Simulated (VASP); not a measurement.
Wanted: the native input for a VASP 6.6.1 run.

| Quantity | Value |
| --- | --- |
| Task | relaxation of cell and atoms |
| Functional | PBE |
| Potentials or basis | VASP PAW PBE potentials, release 64 (Lu, Si, Ge_d) |
| Cutoff | 600 eV |
| k mesh | 6 × 6 × 2 |
| Occupations | gaussian, width 0.1 eV |
| Spin | no spin polarisation |
| Dipole correction | no |
| Further INCAR settings | ALGO = Normal; EDIFF = 1e-06; IBRION = 2; EDIFFG = -0.04; NSW = 90; ISIF = 3 |

The structure of LuSi2Ge3 lies in POSCAR:

```
LuSi2Ge3
1.0
    3.9936204000      0.0000000000      0.0000000000
   -1.9968102000      3.4585767200      0.0000000000
    0.0000000000      0.0000000000      8.6821461700
Lu Si Ge
1 2 3
Direct
    0.0000000000      0.0000000000      0.0000000000
    0.0000000000      0.0000000000      0.6449149400
    0.0000000000      0.0000000000      0.3550850600
    0.5016918200      0.0000000000      0.0000000000
    0.0000000000      0.5016918200      0.0000000000
    0.4983081800      0.4983081800      0.0000000000
```

The cell was generated, and may not be a known phase.

The input as run:

INCAR

```
PREC     = Accurate       # precision mode
ENCUT    = 600            # plane-wave cutoff, eV
EDIFF    = 1E-6           # SCF threshold, eV
ISMEAR   = 0              # smearing method
SIGMA    = 0.1            # smearing width, eV
LREAL    = F              # projectors in reciprocal space
LASPH    = T              # aspherical terms in the spheres
NELM     = 80             # most SCF steps
ALGO     = Normal         # electronic algorithm
ISIF     = 3              # what is computed and relaxed
LWAVE    = F              # write WAVECAR
LCHARG   = F              # write CHGCAR
GGA      = PE             # functional
IBRION   = 2              # ionic algorithm
NSW      = 90             # ionic steps
EDIFFG   = -0.04          # ionic threshold
```

KPOINTS

```
Automatic mesh
0
Gamma
  6 6 2
```

Potentials or basis: VASP PAW PBE potentials, release 64 (Lu, Si, Ge_d).

Command:

```sh
$ cat potpaw_PBE.64/Lu/POTCAR potpaw_PBE.64/Si/POTCAR potpaw_PBE.64/Ge_d/POTCAR > POTCAR
$ mpirun -np 1 vasp_std > vasp.out
```

Results of the run:

```yaml
Relaxed_volume: 33.64 Å³/atom
Relaxed_cell: a = 5.583 Å, b = 5.583 Å, c = 7.476 Å, α = 90.00°, β = 90.00°, γ = 120.00°
Space_group_after_relaxing_to_0.1_Å: P6/mmm (No. 191)
Pressure_after_relaxing: -0.1 GPa
Largest_force_after_relaxing: 0.035 eV/Å
Band_gap_on_the_k_mesh: zero (an odd number of electrons rules out a gap without spin polarisation)
```

Caveat: the k points lie up to 0.42 Å⁻¹ apart in the final cell, too coarse for converged energies and pressures of a metal; the volume moved by over 15 % at a fixed basis, so the end points are rough; spin-orbit coupling is left out, which moves the levels of the heavy elements; an odd number of electrons without spin polarisation forces a metal; a magnetic or distorted state may lie lower.

Run time: 59 min on 1 thread of AMD EPYC 7R43 64-Core Processor (Zen 3), with other jobs on the host, peak memory 0.27 GiB.
